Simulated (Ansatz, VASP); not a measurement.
## One calculation of CoO, two programs

```
Co O
1.0
     1.50547    0.86918    2.43993
    -1.50547    0.86918    2.43993
     0.00000   -1.73837    2.43993
Co O
1 1
Direct
  0.00000 0.00000 0.00000
  0.50000 0.50000 0.50000
```

Alike in both runs: task single point; functional PBE; k mesh 9 × 9 × 9; occupations fermi-dirac, width 0.05 eV; collinear spin; fixed moment 0.5 μB.

```csv
,VASP,Ansatz
version,VASP 6.6.1,Ansatz 0.2.0
potentials or method,"VASP PAW PBE potentials, release 64 (Co_sv, O)",Ansatz PAW
plane-wave cutoff (eV),600,420
valence electrons in the cell,23,23
```

Ansatz gave:

- pressure (GPa): -16.8
- traceless stress, the component that is largest in VASP (GPa): 0.33
- net moment per atom (μB): 0.25
- size of the moment on the site where the two differ most (μB): 0.50

Problem. Which values does VASP return?

Solution. Pressure (GPa): -19.2; traceless stress, the component that is largest in VASP (GPa): 0.31; net moment per atom (μB): 0.25; size of the moment on the site where the two differ most (μB): 0.51.

Site moments also hang on the region over which each program counts them.
